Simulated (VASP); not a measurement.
# HgH (I4/mmm) in VASP: single point with PBE

Aim: the single point of HgH with PBE.

Everything below comes from runs of VASP 6.6.1. Logs are shortened: lines on timing, memory, paths and dates and some standing lists are left out, and cuts for length are marked.

## (1) The cell of the first run

It takes space group I4/mmm (No. 139, tetragonal). The conventional cell has a = 3.537 Å, b = 3.537 Å, c = 10.535 Å, α = 90.00°, β = 90.00°, γ = 90.00°. Hg (site symmetry 4mm) has 5 H at 2.23 to 2.60 Å and 1 Hg at 2.34 Å within 3.0 Å. Within 3.0 Å of H (site symmetry 4mm) lie 5 Hg at 2.23 to 2.60 Å and 4 H at 2.94 Å.

## (2) Single point, PBE

INCAR

```
ALGO = Normal ; EDIFF = 1E-6
ENCUT = 520 ; GGA = PE
ISIF = 2 ; ISMEAR = -1
LASPH = True ; LCHARG = False
LREAL = False ; LWAVE = False
NBANDS = 21 ; NELM = 100
PREC = Accurate ; SIGMA = 0.1
```

KPOINTS

```
k-points
0
Gamma
  10 10 10
```

POSCAR

```
HgH
1.0
    0.0000000000      3.5373060000      0.0000000000
    3.5373060000      0.0000000000      0.0000000000
    1.7686530000      1.7686530000     -5.2673010000
Hg H
2 2
Direct
    0.1110000000      0.1110000000      0.7780000000
    0.8890000000      0.8890000000      0.2220000000
    0.3230000000      0.3230000000      0.3540000000
    0.6770000000      0.6770000000      0.6460000000
```

Potentials or basis: VASP PAW PBE potentials, release 64 (Hg, H).

Started as:

```
> cat potpaw_PBE.64/Hg/POTCAR potpaw_PBE.64/H/POTCAR > POTCAR
> mpirun -np 1 vasp_std > vasp.out
```

OUTCAR:

```text
EDIFF = 1E-6
   ENCUT = 520
   GGA = PE
   ISIF = 2
   ISMEAR = -1
   LASPH = True
   LREAL = False
   NELM = 100
   PREC = Accurate

 ion  position               nearest neighbor table
   1  0.111  0.111  0.778-   3 2.23   2 2.34   2 3.85   2 3.85   2 3.85   2 3.85
   2  0.889  0.889  0.222-   4 2.23   1 2.34   1 3.85   1 3.85   1 3.85   1 3.85
   3  0.323  0.323  0.354-   1 2.23
   4  0.677  0.677  0.646-   2 2.23

  LATTYP: Found a body centered tetragonal cell.
 ALAT       =     3.5373060000
 C/A-ratio  =     2.9781426882

  Lattice vectors:

 A1 = (  -1.7686530000,   1.7686530000,   5.2673010000)
 A2 = (   1.7686530000,  -1.7686530000,   5.2673010000)
 A3 = (   1.7686530000,   1.7686530000,  -5.2673010000)

Analysis of symmetry for initial positions (statically):
=====================================================================
 Subroutine PRICEL returns:
 Original cell was already a primitive cell.

 Routine SETGRP: Setting up the symmetry group for a
 body centered tetragonal supercell.

 Subroutine GETGRP returns: Found 16 space group operations
 (whereof 16 operations were pure point group operations)
 out of a pool of 16 trial point group operations.

The static configuration has the point symmetry D_4h.

Analysis of symmetry for dynamics (positions and initial velocities):
=====================================================================
 Subroutine PRICEL returns:
 Original cell was already a primitive cell.

 Routine SETGRP: Setting up the symmetry group for a
 body centered tetragonal supercell.

 Subroutine GETGRP returns: Found 16 space group operations
 (whereof 16 operations were pure point group operations)
 out of a pool of 16 trial point group operations.

The dynamic configuration has the point symmetry D_4h.

 Subroutine INISYM returns: Found 16 space group operations
 (whereof 16 operations are pure point group operations),
 and found     1 'primitive' translations

----------------------------------------------------------------------------------------

                                     Primitive cell

  volume of cell :      65.9073

  direct lattice vectors                    reciprocal lattice vectors
     0.000000000  3.537306000  0.000000000     0.000000000  0.282701016  0.094925276
     3.537306000  0.000000000  0.000000000     0.282701016  0.000000000  0.094925276
     1.768653000  1.768653000 -5.267301000     0.000000000  0.000000000 -0.189850552

  length of vectors
     3.537306000  3.537306000  5.831014208     0.298212462  0.298212462  0.189850552

  position of ions in fractional coordinates (direct lattice)
     0.111000000  0.111000000  0.778000000
     0.889000000  0.889000000  0.222000000
     0.323000000  0.323000000  0.354000000
     0.677000000  0.677000000  0.646000000

  ion indices of the primitive-cell ions
   primitive index   ion index
                 1           1
                 2           2
                 3           3
                 4           4

----------------------------------------------------------------------------------------

 KPOINTS: k-points

Automatic generation of k-mesh.
 Grid dimensions read from file:
 generate k-points for:   10   10   10

 Generating k-lattice:

  Cartesian coordinates                     Fractional coordinates (reciprocal lattice)
     0.000000000  0.028270102  0.009492528     0.100000000  0.000000000 -0.000000000
     0.028270102  0.000000000  0.009492528     0.000000000  0.100000000 -0.000000000
     0.000000000  0.000000000 -0.018985055     0.000000000  0.000000000  0.100000000

  Length of vectors
     0.029821246  0.029821246  0.018985055

  Shift w.r.t. Gamma in fractional coordinates (k-lattice)
     0.000000000  0.000000000  0.000000000

 Subroutine IBZKPT returns following result:
 ===========================================

 Found    102 irreducible k-points:

 Following reciprocal coordinates:
            Coordinates               Weight
  0.000000  0.000000  0.000000      1.000000
  0.100000  0.000000 -0.000000      8.000000
  0.200000  0.000000 -0.000000      8.000000
  0.300000  0.000000 -0.000000      8.000000
  0.400000  0.000000 -0.000000      8.000000
  0.500000  0.000000  0.000000      4.000000
[... 16 lines left out ...]
  0.300000  0.300000 -0.000000      8.000000
  0.400000  0.300000  0.000000     16.000000
 [... further k-points ...]
   k-points           NKPTS =    102   k-points in BZ     NKDIM =    102   number of bands    NBANDS=     21
   number of dos      NEDOS =    301   number of ions     NIONS =      4
   total plane-waves  NPLWV =  37632
   dimension x,y,z NGX =    28 NGY =   28 NGZ =   48
   dimension x,y,z NGXF=    56 NGYF=   56 NGZF=   96
   ions per type =               2   2
   NGX,Y,Z   is equivalent  to a cutoff of  13.16, 13.16, 13.69 a.u.
   NGXF,Y,Z  is equivalent  to a cutoff of  26.32, 26.32, 27.37 a.u.
 SYSTEM =  unknown system
   PREC   = accura    normal or accurate (medium, high low for compatibility)
   ISTART =      0    job   : 0-new  1-cont  2-samecut
   ICHARG =      2    charge: 1-file 2-atom 10-const
   ISPIN  =      1    spin polarized calculation?
   LNONCOLLINEAR =      F non collinear calculations
   LSORBIT =      F    spin-orbit coupling
   LASPH  =      T    aspherical Exc in radial PAW
   ENCUT  =  520.0 eV  38.22 Ry    6.18 a.u.   6.58  6.58 10.84*2*pi/ulx,y,z
   NELM   =    100;   NELMIN=  2; NELMDL= -5     # of ELM steps
   EDIFF  = 0.1E-05   stopping-criterion for ELM
   LREAL  =      F    real-space projection
   EDIFFG = 0.1E-04   stopping-criterion for IOM
   NSW    =      0    number of steps for IOM
   IBRION =     -1    ionic relax: 0-MD 1-quasi-New 2-CG
   NFREE  =      0    steps in history (QN), initial steepest desc. (CG)
   ISIF   =      2    stress and relaxation
   ISYM   =      2    0-nonsym 1-usesym 2-fastsym
   POTIM  = 0.5000    time-step for ionic-motion
   TEBEG  =    0.0;   TEEND  =   0.0 temperature during run
   PSTRESS=    0.0 pullay stress
   NELECT =      26.0000    total number of electrons
   NUPDOWN=      -1.0000    fix difference up-down
   EMIN   =  10.00;   EMAX   =-10.00  energy-range for DOS
   EFERMI =   0.00;   METHOD = LEGACY
   ISMEAR =    -1;   SIGMA  =   0.10  broadening in eV -4-tet -1-fermi 0-gaus
   EFERMI_NEDOS =   21; number of points for ismear=-14 and -15
   IALGO  =     38    algorithm
   IMIX   =      4    mixing-type and parameters
     AMIX     =   0.40;   BMIX     =  1.00
     AMIX_MAG =   1.60;   BMIX_MAG =  1.00
  volume/ion in A,a.u.               =      16.48       111.19
  Fermi-wavevector in a.u.,A,eV,Ry     =   1.200664  2.268926 19.614077  1.441594
  Thomas-Fermi vector in A             =   2.336494
   LORBIT       =      0    0 simple, 1 ext, 2 COOP (PROOUT), +10 PAW based schemes
   GGA     = PE    functional components
   LHFCALC =     F    Hartree Fock is set to
   AEXX    =    0.0000 exact exchange contribution
   IVDW    =     0    specifies the selected vdW correction
   LEPSILON=     F    determine dielectric tensor
   LRPA    =     F    only Hartree local field effects (RPA)
 non-spin polarized calculation
  energy-cutoff  :      520.00
  volume of cell :       65.91
 maximum number of plane-waves:      1808
 NGX is ok and might be reduce to    28
   NGX = 13   NGY = 13   NGZ = 21

 number of electron      25.9999999 magnetization

 Free energy of the ion-electron system (eV)
  ---------------------------------------------------
  ext. energy  EPLUGINS =         0.00000000
  ---------------------------------------------------
  free energy    TOTEN  =        -3.89632362 eV

  energy without entropy =       -3.87372643  energy(sigma->0) =       -3.88502503

 E-fermi :   1.2634     XC(G=0):  -9.6868

 val. band max:        1.1948377536   @ k =   0.5000   0.0000   0.0000
 cond. band min:       1.2735049100   @ k =  -0.1000   0.4000   0.1000
 fundamental gap:      0.0786671564
 Fermi energy:         1.2633962918

 k-point     1 :       0.0000    0.0000    0.0000
  band No.  band energies     occupation
      1      -8.2053      2.00000
      2      -6.7243      2.00000
      3      -6.4027      2.00000
      4      -6.4027      2.00000
      5      -6.0672      2.00000
      6      -5.7095      2.00000
[... 13 lines left out ...]
     20      12.3347      0.00000
     21      12.7283      0.00000

 k-point     2 :       0.1000    0.0000   -0.0000
  band No.  band energies     occupation
      1      -8.1674      2.00000
      2      -6.6222      2.00000
      3      -6.4568      2.00000
      4      -6.4072      2.00000
      5      -6.0248      2.00000
      6      -5.6821      2.00000
[... 13 lines left out ...]
     20      13.0554      0.00000
     21      13.4185      0.00000

 k-point     3 :       0.2000    0.0000   -0.0000
  band No.  band energies     occupation
      1      -8.0818      2.00000
      2      -6.5982      2.00000
      3      -6.4185      2.00000
      4      -6.3250      2.00000
      5      -5.8739      2.00000
      6      -5.6197      2.00000
[... 13 lines left out ...]
     20      13.5892      0.00000
     21      14.7323      0.00000
[... 457 lines left out ...]
 k-point    23 :       0.3000    0.3000   -0.0000
  band No.  band energies     occupation
      1      -7.9073      2.00000
      2      -6.7215      2.00000
      3      -6.7095      2.00000
      4      -5.9807      2.00000
      5      -5.5472      2.00000
      6      -5.5232      2.00000
[... 13 lines left out ...]
     20      10.7428      0.00000
     21      12.6277      0.00000

 k-point    24 :       0.4000    0.3000    0.0000
  band No.  band energies     occupation
      1      -7.8958      2.00000
      2      -6.8116      2.00000
      3      -6.6798      2.00000
      4      -6.0653      2.00000
      5      -5.6514      2.00000
      6      -5.4000      2.00000
[... 13 lines left out ...]
     20       9.8268      0.00000
     21      12.2881      0.00000

 [... further k-points ...]

------------------------ aborting loop because EDIFF is reached ----------------------------------------

  FORCE on cell =-STRESS in cart. coord.  units (eV):
  Direction    XX          YY          ZZ          XY          YZ          ZX
  --------------------------------------------------------------------------------------
  -------------------------------------------------------------------------------------
  Total       -0.2014304     -0.2014304      8.5955630      0.0000000      0.0000000      0.0000000
  in kB       -4.8966864     -4.8966864    208.9543962      0.0000000      0.0000000      0.0000000
  external PRESSURE =      66.3870078 kB  Pullay stress =       0.0000000 kB

 VOLUME and BASIS-vectors are now :
 -----------------------------------------------------------------------------
  energy-cutoff  :      520.00
  volume of cell :       65.91
      direct lattice vectors                 reciprocal lattice vectors
     0.000000000  3.537306000  0.000000000     0.000000000  0.282701016  0.094925276
     3.537306000  0.000000000  0.000000000     0.282701016  0.000000000  0.094925276
     1.768653000  1.768653000 -5.267301000     0.000000000  0.000000000 -0.189850552

 POSITION                                       TOTAL-FORCE (eV/Angst)
 -----------------------------------------------------------------------------------
      1.76865      1.76865     -4.09796        -0.000000     -0.000000      6.514188
      3.53731      3.53731     -1.16934         0.000000      0.000000     -6.514188
      1.76865      1.76865     -1.86462         0.000000      0.000000     -0.696781
      3.53731      3.53731     -3.40268        -0.000000     -0.000000      0.696781
 -----------------------------------------------------------------------------------
    total drift:                               -0.000000     -0.000000      0.000000

  FREE ENERGIE OF THE ION-ELECTRON SYSTEM (eV)
  ---------------------------------------------------
  free  energy   TOTEN  =        -3.8963236240 eV

  energy  without entropy=       -3.8737264309  energy(sigma->0) =       -3.88502503
```

It took 3.8 min on 1 thread of AMD EPYC 7R13, shared host; peak memory 0.24 GiB.

What came out:

| Item | Value |
| --- | --- |
| Free energy | -3.8963 eV |
| Pressure | 6.6 GPa |
| Largest force | 6.514 eV/Å |
| Band gap on the k mesh | zero (bands 13 and 14 overlap by 1.43 eV) |

Forces on the atoms (eV/Å):
```
Hg   0.000  0.000  6.514
Hg   0.000  0.000 -6.514
H    0.000  0.000 -0.697
H    0.000  0.000  0.697
```

Caveat: the stress differs along the axes, from -0 to 21 GPa; spin-orbit coupling is left out, which moves the levels of the heavy elements; forces of over 1 eV/Å act on the atoms, so gaps and moduli don't describe the material at rest.

The gap in the log of VASP goes by the Fermi energy; the results here count the filled bands.